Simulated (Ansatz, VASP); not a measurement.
One calculation of TaN, two programs

INCAR

```
SYSTEM = TaN
ALGO = Normal ; EDIFF = 1E-6
ENCUT = 520 ; GGA = PS
ISIF = 2 ; ISMEAR = 0
LASPH = .True. ; LCHARG = .False.
LREAL = .False. ; LWAVE = .False.
NBANDS = 24 ; NELM = 100
PREC = Accurate ; SIGMA = 0.15
```

KPOINTS

```
k-points
0
Gamma
  18 18 10
  0 0 0
```

File POSCAR:

```
TaN
1.0
    3.1415011232      0.0000000000      0.0000000000
   -1.5707505617      2.7206197787      0.0000000000
    0.0000000000      0.0000000000      4.9400000000
Ta N
2 2
Direct
    0.3333333333      0.6666666667      0.0000000000
    0.6666666667      0.3333333333      0.5000000000
    0.3333333333      0.6666666667      0.3850000000
    0.6666666667      0.3333333333      0.8850000000
```

Input for Ansatz:

```yaml
crystal:
  lattice:
    - [3.1415011232, 0.0, 0.0]
    - [-1.5707505617, 2.7206197787, 0.0]
    - [0.0, 0.0, 4.94]
  atoms:
    - { symbol: Ta, position: [0.3333333333, 0.6666666667, 0.0] }
    - { symbol: Ta, position: [0.6666666667, 0.3333333333, 0.5] }
    - { symbol: "N", position: [0.3333333333, 0.6666666667, 0.385] }
    - { symbol: "N", position: [0.6666666667, 0.3333333333, 0.885] }
basis:
  ecutwfc: 420
kpoints:
  mp_grid: { grid: [18, 18, 10] }
hamiltonian:
  xc: pbesol
scf:
  occupations: { method: gaussian, width: 0.15 }
output:
  forces: true
  stress: true
  eigenvalues: true
  write_density: true
  write_potential: true
  elf: true
  volumetric_format: npy
```

Change from the starting cell: strain +0.030 along x and y, +0.000 along z, atoms carried along.

Alike in both runs: task single point; functional PBEsol; k mesh 18 × 18 × 10; occupations gaussian, width 0.15 eV; no spin polarisation.

|  | VASP | Ansatz |
| --- | --- | --- |
| version | VASP 6.6.1 | Ansatz 0.2.0 |
| potentials or method | VASP PAW PBE potentials, release 64 (Ta_pv, N), cutoff 520 eV | scalar-relativistic, plane waves, PAW |
| valence electrons in the cell | 32 | 36 |

|  | VASP | Ansatz | Ansatz less VASP |
| --- | --- | --- | --- |
| gap on the k mesh at the Fermi level (eV) | none | none | - |
| pressure (GPa) | 89.3 | 86.8 | -2.54 |
| traceless stress, the component that is largest in VASP (GPa) | -3.99 | -3.97 | +0.022 |
| rms of the force components (eV/Å) | 0.471 | 0.471 | +0.0007 |

VASP's potentials were made for PBE, not for PBEsol. Atom by atom the forces differ by 0.001 eV/Å (rms over components). A gap of «none» marks a metal or a gap that the smearing closes. Both programs put the cell under a high pressure, so it lies far from rest at this level. The functional is the same, so the differences come from potentials, cutoffs and numerics. VASP's potentials hold 32 valence electrons a cell and Ansatz's 36, so a difference there can come from the potentials and not from the codes.

Neither program's run includes spin-orbit coupling. Noted on VASP's run: the cell as given lies far from equilibrium.
